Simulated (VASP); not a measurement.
# AlN (I4mm) in VASP: notebook

The runs below take AlN through single point, relaxation of cell and atoms, with PBE.

The COD entry that gives the cell may itself be a prediction, so a difference from it is no test against experiment.

Program: VASP 6.6.1. These are calculated values, not measurements. Logs are shortened: lines on timing, memory, paths and dates and some standing lists are left out, and cuts for length are marked.

### Step 1. The cell of the first run

The structure is tetragonal, space group I4mm (No. 107). The conventional cell has a = 2.745 Å, b = 2.745 Å, c = 4.050 Å, α = 90.00°, β = 90.00°, γ = 90.00°. Al (site symmetry 4mm) has 5 N at 1.74 to 1.96 Å within 2.3 Å. N (site symmetry 4mm) has 5 Al at 1.74 to 1.96 Å within 2.3 Å.

### Step 2. Single point, PBE

INCAR reads:

```
SYSTEM = AlN
PREC = Accurate ; ENCUT = 520
EDIFF = 1E-7 ; ISMEAR = 0
SIGMA = 0.1 ; LREAL = .FALSE.
LASPH = .TRUE. ; NELM = 60
ALGO = Normal ; ISIF = 2
LWAVE = .FALSE. ; LCHARG = .FALSE.
GGA = PE ; NBANDS = 11
```

KPOINTS reads:

```
Automatic mesh
0
G
  8 8 8
  0 0 0
```

POSCAR reads:

```
AlN
1.0
   -1.3725338500      1.3725338500      2.0248879800
    1.3725338500     -1.3725338500      2.0248879800
    1.3725338500      1.3725338500     -2.0248879800
Al N
1 1
Direct
    0.9644489600      0.9644489600      0.0000000000
    0.5355510400      0.5355510400      0.0000000000
```

Potentials or basis: VASP PAW PBE potentials, release 64 (Al, N).

Started as:

```
$ cat potpaw_PBE.64/Al/POTCAR potpaw_PBE.64/N/POTCAR > POTCAR
$ mpirun -np 1 vasp_std > vasp.out
```

OUTCAR:

```text
SYSTEM = AlN
   PREC = Accurate
   ENCUT = 520
   EDIFF = 1E-7
   ISMEAR = 0
   LREAL = .FALSE.
   LASPH = .TRUE.
   NELM = 60
   ISIF = 2
   GGA = PE

 ion  position               nearest neighbor table
   1  0.964  0.964  0.000-   2 1.74   2 1.96   2 1.96   2 1.96   2 1.96   2 2.31
   2  0.536  0.536  0.000-   1 1.74   1 1.96   1 1.96   1 1.96   1 1.96   1 2.31

  LATTYP: Found a body centered tetragonal cell.
 ALAT       =     2.7450677000
 C/A-ratio  =     1.4752918334

  Lattice vectors:

 A1 = (  -1.3725338500,   1.3725338500,   2.0248879800)
 A2 = (   1.3725338500,  -1.3725338500,   2.0248879800)
 A3 = (   1.3725338500,   1.3725338500,  -2.0248879800)

Analysis of symmetry for initial positions (statically):
=====================================================================
 Subroutine PRICEL returns:
 Original cell was already a primitive cell.

 Routine SETGRP: Setting up the symmetry group for a
 body centered tetragonal supercell.

 Subroutine GETGRP returns: Found  8 space group operations
 (whereof  8 operations were pure point group operations)
 out of a pool of 16 trial point group operations.

The static configuration has the point symmetry C_4v.

Analysis of symmetry for dynamics (positions and initial velocities):
=====================================================================
 Subroutine PRICEL returns:
 Original cell was already a primitive cell.

 Routine SETGRP: Setting up the symmetry group for a
 body centered tetragonal supercell.

 Subroutine GETGRP returns: Found  8 space group operations
 (whereof  8 operations were pure point group operations)
 out of a pool of 16 trial point group operations.

The dynamic configuration has the point symmetry C_4v.

 Subroutine INISYM returns: Found  8 space group operations
 (whereof  8 operations are pure point group operations),
 and found     1 'primitive' translations

----------------------------------------------------------------------------------------

                                     Primitive cell

  volume of cell :      15.2583

  direct lattice vectors                    reciprocal lattice vectors
    -1.372533850  1.372533850  2.024887980     0.000000000  0.364289740  0.246927240
     1.372533850 -1.372533850  2.024887980     0.364289740  0.000000000  0.246927240
     1.372533850  1.372533850 -2.024887980     0.364289740  0.364289740  0.000000000

  length of vectors
     2.804972312  2.804972312  2.804972312     0.440090987  0.440090987  0.515183492

  position of ions in fractional coordinates (direct lattice)
     0.964448960  0.964448960  0.000000000
     0.535551040  0.535551040  0.000000000

  ion indices of the primitive-cell ions
   primitive index   ion index
                 1           1
                 2           2

----------------------------------------------------------------------------------------

 KPOINTS: Automatic mesh

Automatic generation of k-mesh.
 Grid dimensions read from file:
 generate k-points for:    8    8    8

 Generating k-lattice:

  Cartesian coordinates                     Fractional coordinates (reciprocal lattice)
     0.000000000  0.045536218  0.030865905     0.125000000  0.000000000  0.000000000
     0.045536218  0.000000000  0.030865905     0.000000000  0.125000000  0.000000000
     0.045536218  0.045536218  0.000000000     0.000000000  0.000000000  0.125000000

  Length of vectors
     0.055011373  0.055011373  0.064397936

  Shift w.r.t. Gamma in fractional coordinates (k-lattice)
     0.000000000  0.000000000  0.000000000

 Subroutine IBZKPT returns following result:
 ===========================================

 Found     59 irreducible k-points:

 Following reciprocal coordinates:
            Coordinates               Weight
  0.000000  0.000000  0.000000      1.000000
  0.125000 -0.000000  0.000000      8.000000
  0.250000 -0.000000  0.000000      8.000000
  0.375000 -0.000000  0.000000      8.000000
  0.500000 -0.000000  0.000000      4.000000
  0.125000  0.125000  0.000000      8.000000
[... 16 lines left out ...]
  0.250000  0.125000  0.125000     16.000000
  0.375000  0.125000  0.125000      8.000000
 [... further k-points ...]
   k-points           NKPTS =     59   k-points in BZ     NKDIM =     59   number of bands    NBANDS=     11
   number of dos      NEDOS =    301   number of ions     NIONS =      2
   total plane-waves  NPLWV =  13824
   dimension x,y,z NGX =    24 NGY =   24 NGZ =   24
   dimension x,y,z NGXF=    48 NGYF=   48 NGZF=   48
   ions per type =               1   1
   NGX,Y,Z   is equivalent  to a cutoff of  14.22, 14.22, 14.22 a.u.
   NGXF,Y,Z  is equivalent  to a cutoff of  28.45, 28.45, 28.45 a.u.
 SYSTEM =  AlN
   PREC   = accura    normal or accurate (medium, high low for compatibility)
   ISTART =      0    job   : 0-new  1-cont  2-samecut
   ICHARG =      2    charge: 1-file 2-atom 10-const
   ISPIN  =      1    spin polarized calculation?
   LNONCOLLINEAR =      F non collinear calculations
   LSORBIT =      F    spin-orbit coupling
   LASPH  =      T    aspherical Exc in radial PAW
   ENCUT  =  520.0 eV  38.22 Ry    6.18 a.u.   5.22  5.22  5.22*2*pi/ulx,y,z
   NELM   =     60;   NELMIN=  2; NELMDL= -5     # of ELM steps
   EDIFF  = 0.1E-06   stopping-criterion for ELM
   LREAL  =      F    real-space projection
   EDIFFG = 0.1E-05   stopping-criterion for IOM
   NSW    =      0    number of steps for IOM
   IBRION =     -1    ionic relax: 0-MD 1-quasi-New 2-CG
   NFREE  =      0    steps in history (QN), initial steepest desc. (CG)
   ISIF   =      2    stress and relaxation
   ISYM   =      2    0-nonsym 1-usesym 2-fastsym
   POTIM  = 0.5000    time-step for ionic-motion
   TEBEG  =    0.0;   TEEND  =   0.0 temperature during run
   PSTRESS=    0.0 pullay stress
   NELECT =       8.0000    total number of electrons
   NUPDOWN=      -1.0000    fix difference up-down
   EMIN   =  10.00;   EMAX   =-10.00  energy-range for DOS
   EFERMI =   0.00;   METHOD = LEGACY
   ISMEAR =     0;   SIGMA  =   0.10  broadening in eV -4-tet -1-fermi 0-gaus
   EFERMI_NEDOS =   21; number of points for ismear=-14 and -15
   IALGO  =     38    algorithm
   IMIX   =      4    mixing-type and parameters
     AMIX     =   0.40;   BMIX     =  1.00
     AMIX_MAG =   1.60;   BMIX_MAG =  1.00
  volume/ion in A,a.u.               =       7.63        51.48
  Fermi-wavevector in a.u.,A,eV,Ry     =   1.320087  2.494602 23.709905  1.742629
  Thomas-Fermi vector in A             =   2.449938
   LORBIT       =      0    0 simple, 1 ext, 2 COOP (PROOUT), +10 PAW based schemes
   GGA     = PE    functional components
   LHFCALC =     F    Hartree Fock is set to
   AEXX    =    0.0000 exact exchange contribution
   IVDW    =     0    specifies the selected vdW correction
   LEPSILON=     F    determine dielectric tensor
   LRPA    =     F    only Hartree local field effects (RPA)
 non-spin polarized calculation
 Gauss-broadening in eV      SIGMA  =   0.10
  energy-cutoff  :      520.00
  volume of cell :       15.26
 maximum number of plane-waves:       423
 NGX is ok and might be reduce to    24
   NGX = 11   NGY = 11   NGZ = 11

 number of electron       8.0000000 magnetization

 Free energy of the ion-electron system (eV)
  ---------------------------------------------------
  ext. energy  EPLUGINS =         0.00000000
  ---------------------------------------------------
  free energy    TOTEN  =       -14.01323105 eV

  energy without entropy =      -14.01323105  energy(sigma->0) =      -14.01323105

 E-fermi :  11.3107     XC(G=0): -12.6271

 val. band max:       10.8479077547   @ k =   0.0000   0.0000   0.0000
 cond. band min:      15.9138781106   @ k =   0.5000   0.5000   0.0000
 fundamental gap:      5.0659703559
 Fermi energy:        11.3106845507

 k-point     1 :       0.0000    0.0000    0.0000
  band No.  band energies     occupation
      1      -7.3019      2.00000
      2      10.7357      2.00000
      3      10.8479      2.00000
      4      10.8479      2.00000
      5      17.6059      0.00000
      6      23.2604      0.00000
      7      23.9370      0.00000
      8      23.9370      0.00000
      9      28.5537      0.00000
     10      29.4475      0.00000
     11      30.2527      0.00000

 k-point     2 :       0.1250   -0.0000    0.0000
  band No.  band energies     occupation
      1      -6.9606      2.00000
      2       9.2793      2.00000
      3      10.6292      2.00000
      4      10.6912      2.00000
      5      18.3830      0.00000
      6      22.1482      0.00000
      7      24.0660      0.00000
      8      24.4120      0.00000
      9      27.9249      0.00000
     10      28.2914      0.00000
     11      30.3793      0.00000

 k-point     3 :       0.2500   -0.0000    0.0000
  band No.  band energies     occupation
      1      -5.9875      2.00000
      2       6.3837      2.00000
      3      10.1418      2.00000
      4      10.3456      2.00000
      5      18.4521      0.00000
      6      22.2355      0.00000
      7      23.9767      0.00000
      8      24.4781      0.00000
      9      28.1636      0.00000
     10      28.2582      0.00000
     11      29.7460      0.00000

 k-point     4 :       0.3750   -0.0000    0.0000
  band No.  band energies     occupation
      1      -4.6208      2.00000
      2       3.5669      2.00000
      3       9.7147      2.00000
      4      10.0371      2.00000
      5      17.7575      0.00000
      6      22.3517      0.00000
      7      23.5734      0.00000
      8      24.8592      0.00000
      9      28.0982      0.00000
     10      30.7693      0.00000
     11      31.4631      0.00000

 k-point     5 :       0.5000   -0.0000    0.0000
  band No.  band energies     occupation
      1      -3.7755      2.00000
      2       2.2001      2.00000
      3       9.5516      2.00000
      4       9.9182      2.00000
      5      17.4893      0.00000
      6      22.1220      0.00000
      7      23.1906      0.00000
      8      25.6538      0.00000
      9      27.7552      0.00000
     10      33.0103      0.00000
     11      33.2445      0.00000
[... 211 lines left out ...]
 k-point    21 :       0.5000    0.5000    0.0000
  band No.  band energies     occupation
      1      -2.5528      2.00000
      2       3.1798      2.00000
      3       7.5773      2.00000
      4       8.0874      2.00000
      5      15.9139      0.00000
      6      16.1392      0.00000
      7      26.2468      0.00000
      8      29.0258      0.00000
      9      30.1532      0.00000
     10      36.8879      0.00000
     11      39.0448      0.00000

 k-point    22 :       0.1250    0.1250    0.1250
  band No.  band energies     occupation
      1      -5.1537      2.00000
      2       6.0922      2.00000
      3       8.0459      2.00000
      4       9.6980      2.00000
      5      19.8819      0.00000
      6      19.9674      0.00000
      7      22.1365      0.00000
      8      26.0788      0.00000
      9      27.2359      0.00000
     10      31.7982      0.00000
     11      34.3288      0.00000

 k-point    23 :       0.2500    0.1250    0.1250
  band No.  band energies     occupation
      1      -3.9166      2.00000
      2       4.2070      2.00000
      3       7.2073      2.00000
      4       9.1314      2.00000
      5      19.2390      0.00000
      6      20.4601      0.00000
      7      22.4552      0.00000
      8      25.8555      0.00000
      9      29.1455      0.00000
     10      32.0765      0.00000
     11      34.7924      0.00000

 k-point    24 :       0.3750    0.1250    0.1250
  band No.  band energies     occupation
      1      -3.1919      2.00000
      2       3.1262      2.00000
      3       7.0525      2.00000
      4       8.8363      2.00000
      5      19.0065      0.00000
      6      20.2127      0.00000
      7      23.5729      0.00000
      8      25.7217      0.00000
      9      30.0405      0.00000
     10      31.1967      0.00000
     11      35.2147      0.00000

 [... further k-points ...]
[... 5 lines left out ...]
  --------------------------------------------------------------------------------------
  -------------------------------------------------------------------------------------
  Total        3.0551380      3.0551380      7.0398530      0.0000000      0.0000000      0.0000000
  in kB      320.7999532    320.7999532    739.2086653      0.0000000      0.0000000      0.0000000
  external PRESSURE =     460.2695239 kB  Pullay stress =       0.0000000 kB

 VOLUME and BASIS-vectors are now :
 -----------------------------------------------------------------------------
  energy-cutoff  :      520.00
  volume of cell :       15.26
      direct lattice vectors                 reciprocal lattice vectors
    -1.372533850  1.372533850  2.024887980     0.000000000  0.364289740  0.246927240
     1.372533850 -1.372533850  2.024887980     0.364289740  0.000000000  0.246927240
     1.372533850  1.372533850 -2.024887980     0.364289740  0.364289740  0.000000000

 POSITION                                       TOTAL-FORCE (eV/Angst)
 -----------------------------------------------------------------------------------
      0.00000      0.00000      3.90580         0.000000      0.000000      3.357340
      0.00000      0.00000      2.16886        -0.000000     -0.000000     -3.357340
 -----------------------------------------------------------------------------------
    total drift:                                0.000000      0.000000      0.000111

  FREE ENERGIE OF THE ION-ELECTRON SYSTEM (eV)
  ---------------------------------------------------
  free  energy   TOTEN  =       -14.0132310543 eV

  energy  without entropy=      -14.0132310543  energy(sigma->0) =      -14.01323105
```

Run time: 22 s. Hardware: 1 thread of AMD EPYC 7R13, shared host; peak memory 0.11 GiB.

Results:

- Free energy: -14.0132 eV
- Pressure: 46.0 GPa
- Largest force: 3.357 eV/Å
- Band gap on the k mesh: 5.07 eV, indirect (least direct gap 6.76 eV)

Forces on the atoms (eV/Å):
```
Al   0.000  0.000  3.357
N    0.000  0.000 -3.357
```

Stress tensor (GPa, compression positive):
```
32.08  0.00  0.00
 0.00 32.08  0.00
 0.00  0.00 73.92
```

Caveat: forces of over 1 eV/Å act on the atoms, so gaps and moduli don't describe the material at rest. A k mesh can miss the band edges.

[end of part 1 of 2]
